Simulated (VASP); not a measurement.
A run of VASP 6.6.1 is set up as follows.

Contents of INCAR:

```
PREC = Accurate
ENCUT = 600
EDIFF = 1E-6
ISMEAR = -1
SIGMA = 0.1
LREAL = F
LASPH = T
NELM = 100
ALGO = Normal
ISIF = 3
LWAVE = F
LCHARG = F
GGA = PS
IBRION = 2
NSW = 80
EDIFFG = -0.01
```

Contents of KPOINTS:

```
Automatic mesh
0
Gamma
  18 18 10
```

Contents of POSCAR:

```
Rh
1.0
    2.7309790400      0.0000000000      0.0000000000
   -1.3654895200      2.3650972258      0.0000000000
    0.0000000000      0.0000000000      4.4284890000
Rh
2
Direct
    0.6666666667      0.3333333333      0.7500000000
    0.3333333333      0.6666666667      0.2500000000
```

Potentials or basis: VASP PAW PBE potentials, release 64 (Rh_pv).

Run with:

```sh
$ cat potpaw_PBE.64/Rh_pv/POTCAR > POTCAR
$ mpirun -np 1 vasp_std > vasp.out
```

Problem. Estimate the band gap on the k mesh.

Solution. Zero (bands 15 and 16 overlap by 2.50 eV).

Problem. Estimate the relaxed cell.

Solution. a = 2.689 Å, b = 2.689 Å, c = 4.334 Å, α = 90.00°, β = 90.00°, γ = 120.00°.

Problem. What does it give for the space group after relaxing (to 0.1 Å)?

Solution. P6_3/mmc (No. 194).

The path:
| step | energy change (eV) | largest force (eV/Å) | pressure (GPa) | volume (Å³) |
| --- | --- | --- | --- | --- |
| 1 | 0.0000 | 0.0000 | -13.48 | 28.60 |
| 2 | 0.3864 | 0.0000 | 51.07 | 23.91 |
| 3 | -0.0657 | 0.0000 | -0.69 | 27.19 |
| 4 | -0.0658 | 0.0000 | -0.08 | 27.14 |
| 5 | -0.0658 | 0.0000 | 0.23 | 27.11 |
| 6 | -0.0660 | 0.0000 | 0.19 | 27.11 |
| 7 | -0.0660 | 0.0000 | 0.20 | 27.11 |
| 8 | -0.0660 | 0.0000 | 0.20 | 27.11 |
| 9 | -0.0660 | 0.0000 | 0.20 | 27.11 |
| 10 | -0.0660 | 0.0000 | -0.43 | 27.17 |
| 11 | -0.0660 | 0.0000 | 0.00 | 27.13 |

Caveat: the PAW data sets were made with another functional, which shifts forces and pressure a little.
